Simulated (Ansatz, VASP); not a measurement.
## Two plane-wave programs on SnO2

```
Sn O
1.0
     4.70341    0.00000    0.00000
     0.00000    5.69497    0.00000
     0.00000    0.00000    5.20424
Sn O
4 8
Direct
  0.50000 0.66731 0.75000
  0.00000 0.83269 0.25000
  0.50000 0.33269 0.25000
  0.00000 0.16731 0.75000
  0.73100 0.60491 0.07765
  0.23100 0.89509 0.92235
  0.76900 0.89509 0.57765
  0.26900 0.60491 0.42235
  0.73100 0.39509 0.57765
  0.23100 0.10491 0.42235
  0.76900 0.10491 0.07765
  0.26900 0.39509 0.92235
```

Alike in both runs: task single point; functional LDA; k mesh 6 × 6 × 6; occupations gaussian, width 0.02 eV; no spin polarisation.

```csv
,VASP,Ansatz
version,VASP 6.6.1,Ansatz 0.2.0
potentials or method,"VASP PAW LDA potentials, release 64 (Sn_d, O), cutoff 520 eV","scalar-relativistic, plane waves, PAW"
valence electrons in the cell,104,104
```

```csv
,VASP,Ansatz,Ansatz less VASP
gap on the k mesh at the Fermi level (eV),1.54,1.50,-0.034
least direct gap on the mesh (eV),1.54,1.50,-0.034
```

LDA's correlation is that of Perdew and Zunger in VASP and of Perdew and Wang (1992) in Ansatz.
